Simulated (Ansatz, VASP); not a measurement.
## Ga3Sb in VASP and in Ansatz

Contents of INCAR:

```
SYSTEM = Ga3Sb
PREC = Accurate
ENCUT = 520
EDIFF = 1E-6
ISMEAR = 0
SIGMA = 0.05
LREAL = .FALSE.
LASPH = .TRUE.
NELM = 100
ALGO = Fast
ISIF = 2
LWAVE = .FALSE.
LCHARG = .TRUE.
GGA = PS
LELF = .TRUE.
LVHAR = .TRUE.
NBANDS = 30
```

File KPOINTS:

```
Automatic mesh
0
G
  14 14 14
  0 0 0
```

Contents of POSCAR:

```
Ga3Sb
1.0
   -2.1587990000      2.1587990000      4.7604840000
    2.1587990000     -2.1587990000      4.7604840000
    2.1587990000      2.1587990000     -4.7604840000
Ga Sb
3 1
Direct
    0.7500000000      0.2500000000      0.5000000000
    0.2500000000      0.7500000000      0.5000000000
    0.5000000000      0.5000000000      0.0000000000
    0.0000000000      0.0000000000      0.0000000000
```

Input for Ansatz:

```yaml
crystal:
  lattice:
    - [-2.158799, 2.158799, 4.760484]
    - [2.158799, -2.158799, 4.760484]
    - [2.158799, 2.158799, -4.760484]
  atoms:
    - { symbol: Ga, position: [0.75, 0.25, 0.5] }
    - { symbol: Ga, position: [0.25, 0.75, 0.5] }
    - { symbol: Ga, position: [0.5, 0.5, 0.0] }
    - { symbol: Sb, position: [0.0, 0.0, 0.0] }
basis:
  ecutwfc: 420
kpoints:
  mp_grid: { grid: [14, 14, 14] }
hamiltonian:
  xc: pbesol
scf:
  occupations: { method: gaussian, width: 0.05 }
output:
  forces: true
  stress: true
  eigenvalues: true
```

Alike in both runs: task single point; functional PBEsol; k mesh 14 × 14 × 14; occupations gaussian, width 0.05 eV; no spin polarisation.

```csv
,VASP,Ansatz
version,VASP 6.6.1,Ansatz 0.2.0
potentials or method,"VASP PAW PBE potentials, release 64 (Ga_d, Sb), cutoff 520 eV","scalar-relativistic, plane waves, PAW"
valence electrons in the cell,44,54
```

```csv
,VASP,Ansatz,Ansatz less VASP
gap on the k mesh at the Fermi level (eV),none,none,-
pressure (GPa),-3.4,-3.5,-0.05
"traceless stress, the component that is largest in VASP (GPa)",-0.33,-0.33,0.000
```

VASP's potentials were made for PBE, not for PBEsol. A gap of «none» marks a metal or a gap that the smearing closes. VASP's potentials hold 44 valence electrons a cell and Ansatz's 54, so a difference there can come from the potentials and not from the codes.

Neither program's run includes spin-orbit coupling.
